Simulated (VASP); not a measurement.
The system is Hg.

```
CELL_PARAMETERS angstrom
4.61505 0.00000 0.00000
-2.30753 3.99675 0.00000
0.00000 0.00000 5.24480
ATOMIC_POSITIONS crystal
Hg 0.21700 0.00000 0.16667
Hg 0.00000 0.21700 0.83333
Hg 0.78300 0.78300 0.50000
```

```yaml
Program: VASP 6.6.1
Task: relaxation of cell and atoms
Functional: PBE
Potentials_or_basis: VASP PAW PBE potentials, release 64 (Hg)
Cutoff: 600 eV
k_mesh: 6 × 6 × 4
Occupations: gaussian, width 0.1 eV
Spin: no spin polarisation
```

At the start: pressure 13.2 GPa; volume 32.25 Å³/atom.

Q: Where does the relaxation end?

A: Over 24 steps the energy falls by 740.3 meV/atom and the volume is 28.94 Å³/atom (-10.3 %); space group R-3m (No. 166, to 0.05 Å).

Step by step:
| step | energy change (eV) | largest force (eV/Å) | pressure (GPa) | volume (Å³) |
| --- | --- | --- | --- | --- |
| 1 | 0.0000 | 4.5185 | 13.15 | 96.74 |
| 2 | -1.9622 | 0.2084 | 0.17 | 138.12 |
| 3 | -1.9687 | 0.1864 | 0.12 | 139.69 |
| 4 | -1.9702 | 0.1867 | 0.12 | 138.94 |
| 5 | -1.9747 | 0.1865 | 0.09 | 136.71 |
| 6 | -1.9858 | 0.1841 | -0.01 | 132.31 |
| 7 | -2.0116 | 0.1775 | -0.19 | 123.78 |
| 8 | -2.0729 | 0.1666 | -0.07 | 107.77 |
| 9 | -2.1148 | 0.0714 | 2.08 | 79.71 |
| 10 | -2.0942 | 0.1782 | -0.19 | 99.48 |
| 11 | -2.1459 | 0.1832 | -0.32 | 89.26 |
| 12 | -2.1489 | 0.1533 | 0.78 | 84.40 |
| 13 | -2.1648 | 0.0854 | 0.18 | 86.35 |
| 14 | -2.1700 | 0.0350 | -0.31 | 88.21 |
| 15 | -2.1809 | 0.0119 | -0.27 | 87.45 |
| 16 | -2.1958 | 0.0243 | 0.09 | 86.26 |
| 17 | -2.1999 | 0.1160 | 1.09 | 83.75 |
| 18 | -2.2034 | 0.0720 | 0.59 | 84.87 |
| 19 | -2.2078 | 0.0814 | 0.51 | 85.20 |
| 20 | -2.2121 | 0.1048 | 0.32 | 86.02 |
| 21 | -2.2144 | 0.0907 | 0.14 | 86.60 |
| 22 | -2.2164 | 0.0645 | -0.17 | 87.77 |
| 23 | -2.2179 | 0.0546 | -0.13 | 87.53 |
| 24 | -2.2208 | 0.0186 | 0.02 | 86.82 |

Final structure:
```cif
data_structure
_symmetry_space_group_name_H-M 'P 1'
_symmetry_Int_Tables_number 1
_cell_length_a 4.3142
_cell_length_b 4.3142
_cell_length_c 5.3863
_cell_angle_alpha 90.000
_cell_angle_beta 90.000
_cell_angle_gamma 120.000
_cell_volume 86.82
loop_
_atom_site_label
_atom_site_type_symbol
_atom_site_fract_x
_atom_site_fract_y
_atom_site_fract_z
_atom_site_occupancy
Hg1 Hg 0.33525 0.00000 0.16667 1
Hg2 Hg 0.00000 0.33525 0.83333 1
Hg3 Hg 0.66475 0.66475 0.50000 1
```
